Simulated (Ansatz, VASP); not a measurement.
## Two plane-wave programs on Cd2HgSe3

```
Cd Hg Se
1.0
     4.39897    0.00000    0.00000
    -2.19949    3.80962    0.00000
     0.00000    0.00000   10.75757
Cd Hg Se
2 1 3
Direct
  0.00000 0.00000 0.00148
  0.66667 0.33333 0.33303
  0.33333 0.66667 0.66613
  0.66667 0.33333 0.08312
  0.33333 0.66667 0.41445
  0.00000 0.00000 0.75179
```

Alike in both runs: functional PBE; k mesh 12 × 12 × 4; occupations gaussian, width 0.1 eV; no spin polarisation.

Ansatz relaxed the structure, and its values are those at the end. VASP's run is a single point on that final structure, the one shown.

|  | VASP | Ansatz |
| --- | --- | --- |
| version | VASP 6.6.1 | Ansatz 0.2.0 |
| potentials or method | VASP PAW PBE potentials, release 64 (Cd, Hg, Se), cutoff 520 eV | scalar-relativistic, plane waves, PAW |
| valence electrons in the cell | 54 | 108 |

```csv
,VASP,Ansatz,Ansatz less VASP
gap on the k mesh at the Fermi level (eV),none,none,-
pressure (GPa),0.2,0.0,-0.23
```

A gap of «none» marks a metal or a gap that the smearing closes. VASP's potentials hold 54 valence electrons a cell and Ansatz's 108, so a difference there can come from the potentials and not from the codes.

Spin-orbit coupling is off throughout.
